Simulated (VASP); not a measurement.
Ge2Sb2Te5: relaxation of cell and atoms with PBEsol

The system is Ge2Sb2Te5.

```
CELL_PARAMETERS angstrom
4.29406 0.00000 0.00000
-2.14703 3.71877 0.00000
0.00000 0.00000 17.10135
ATOMIC_POSITIONS crystal
Ge 0.33333 0.66667 0.89711
Ge 0.66667 0.33333 0.10290
Sb 0.00000 0.00000 0.67993
Sb 0.00000 0.00000 0.32007
Te 0.00000 0.00000 0.00000
Te 0.66667 0.33333 0.79846
Te 0.33333 0.66667 0.20154
Te 0.33333 0.66667 0.58011
Te 0.66667 0.33333 0.41989
```

| Quantity | Value |
| --- | --- |
| Program | VASP 6.6.1 |
| Task | relaxation of cell and atoms |
| Functional | PBEsol |
| Potentials or basis | VASP PAW PBE potentials, release 64 (Ge_d, Sb, Te) |
| Cutoff | 600 eV |
| k mesh | 6 × 6 × 2 |
| Occupations | fermi-dirac, width 0.03 eV |
| Spin | no spin polarisation |
| Dipole correction | no |
| Further INCAR settings | ALGO = Normal; EDIFF = 1e-06; IBRION = 2; EDIFFG = -0.01; NSW = 100; ISIF = 3 |

| Quantity | Value |
| --- | --- |
| Relaxed volume | 29.05 Å³/atom |
| Relaxed cell | a = 4.224 Å, b = 4.224 Å, c = 16.923 Å, α = 90.00°, β = 90.00°, γ = 120.00° |
| Space group after relaxing (to 0.05 Å) | P-3m1 (No. 164) |
| Energy gained by relaxing | 11.1 meV/atom |
| Ionic steps | 23 |
| Pressure after relaxing | 0.0 GPa |
| Largest force after relaxing | 0.008 eV/Å |
| Band gap on the k mesh | 0.17 eV, direct |

Forces on the atoms (eV/Å):
```
Ge   0.000  0.000  0.006
Ge   0.000  0.000 -0.006
Sb   0.000  0.000  0.008
Sb   0.000  0.000 -0.008
Te   0.000  0.000  0.000
Te   0.000  0.000  0.005
Te   0.000  0.000 -0.005
Te   0.000  0.000 -0.005
Te   0.000  0.000  0.005
```

Step by step:
```tsv
step	energy change (eV)	largest force (eV/Å)	pressure (GPa)	volume (Å³)
1	0.0000	0.1245	-2.21	273.09
2	-0.0668	0.3068	1.07	256.87
3	-0.0826	0.2077	0.01	261.64
4	-0.0888	0.1046	0.01	261.12
5	-0.0919	0.1082	0.03	260.48
6	-0.0919	0.1089	0.03	260.42
7	-0.0940	0.0792	-0.03	260.52
8	-0.0964	0.0550	-0.14	260.84
9	-0.0960	0.0629	0.26	259.14
10	-0.0969	0.0350	0.04	260.16
11	-0.0974	0.0322	0.02	260.26
12	-0.0979	0.0346	0.00	260.43
13	-0.0976	0.0759	0.03	260.77
14	-0.0980	0.0430	0.04	260.54
15	-0.0984	0.0382	-0.04	260.80
16	-0.0988	0.0299	-0.08	261.31
17	-0.0988	0.0135	-0.21	262.34
18	-0.0990	0.0209	-0.16	261.88
19	-0.0992	0.0155	-0.10	261.79
20	-0.0995	0.0283	-0.02	261.58
21	-0.0995	0.0304	0.00	261.54
22	-0.0996	0.0252	-0.01	261.52
23	-0.0997	0.0082	0.00	261.44
```

Final structure:
```cif
data_structure
_symmetry_space_group_name_H-M 'P 1'
_symmetry_Int_Tables_number 1
_cell_length_a 4.2236
_cell_length_b 4.2236
_cell_length_c 16.9233
_cell_angle_alpha 90.000
_cell_angle_beta 90.000
_cell_angle_gamma 120.000
_cell_volume 261.44
loop_
_atom_site_label
_atom_site_type_symbol
_atom_site_fract_x
_atom_site_fract_y
_atom_site_fract_z
_atom_site_occupancy
Ge1 Ge 0.33333 0.66667 0.89960 1
Ge2 Ge 0.66667 0.33333 0.10040 1
Sb1 Sb 0.00000 0.00000 0.68360 1
Sb2 Sb 0.00000 0.00000 0.31640 1
Te1 Te 0.00000 0.00000 0.00000 1
Te2 Te 0.66667 0.33333 0.80213 1
Te3 Te 0.33333 0.66667 0.19787 1
Te4 Te 0.33333 0.66667 0.58202 1
Te5 Te 0.66667 0.33333 0.41798 1
```

Levels at points of the mesh, in eV from the valence-band top:
```csv
k point,band 31,band 32,band 33,band 34,band 35,band 36,band 37,band 38
"(0.00, 0.00, 0.00)",-1.40,-1.13,-0.84,0.00,0.17,0.17,0.23,0.86
"(0.50, 0.00, 0.00)",-1.79,-1.69,-1.44,-0.90,0.30,0.87,0.93,1.24
"(0.00, 0.00, 0.50)",-1.52,-1.42,-0.71,-0.16,0.37,0.37,0.50,0.53
"(0.50, 0.00, 0.50)",-2.25,-1.96,-1.44,-0.63,0.24,0.46,1.48,1.51
```

Run time: 65 min on 1 thread of Intel(R) Xeon(R) Platinum 8259CL CPU @ 2.50GHz (Skylake/Cascade Lake), with other jobs on the host, peak memory 0.6 GiB.

Caveat: the PAW data sets were made with another functional, which shifts forces and pressure a little; spin-orbit coupling is left out, which moves the levels of the heavy elements. A k mesh can miss the band edges.
